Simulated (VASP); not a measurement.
Runs of VASP 6.6.1 on Pb. The structure is that of space group I4/mmm (No. 139), or close to it. The cells are those of the table. 

```csv
cell,further INCAR settings,gap on the mesh (eV),pressure (GPa)
"a = 3.496, b = 3.496, c = 3.633 Å, angles 58.7, 58.7, 62.6°, 1 atom",ALGO = Fast; EDIFF = 1e-07; NBANDS = 13,none,(a)
"a = 3.635, b = 3.635, c = 3.493 Å, angles 61.3, 61.3, 57.4°, 1 atom",ALGO = Fast; EDIFF = 1e-07; NBANDS = 13,none,-0.7
"a = 3.569, b = 3.569, c = 3.772 Å, angles 58.1, 58.1, 63.8°, 1 atom",ALGO = Fast; EDIFF = 1e-07; NBANDS = 13,none,-1.9
"a = 3.563, b = 3.563, c = 3.633 Å, angles 59.4, 59.4, 61.3°, 1 atom",ALGO = Fast; EDIFF = 1e-06; NBANDS = 13,none,-0.8
"a = 3.635, b = 3.635, c = 3.772 Å, angles 58.7, 58.7, 62.5°, 1 atom",ALGO = Fast; EDIFF = 1e-06; NBANDS = 13,none,-3.0
"a = 3.504, b = 3.504, c = 3.772 Å, angles 57.4, 57.4, 65.1°, 1 atom",ALGO = Fast; EDIFF = 1e-06; NBANDS = 13,none,(b)
```

Alike in all rows: task single point; level PBE; potentials or basis VASP PAW PBE potentials, release 64 (Pb_d); no spin polarisation; k mesh 16 × 16 × 16; cutoff (eV) 520; smearing gaussian 0.15 eV.

Estimate the missing entries.

(a) 0.8; (b) -0.4.

Caveats: spin-orbit coupling is left out, which moves the levels of the heavy elements.

A k mesh can miss the band edges, and the runs leave out spin-orbit coupling on Pb.

A gap of «none» marks levels without a gap at the run's occupations.
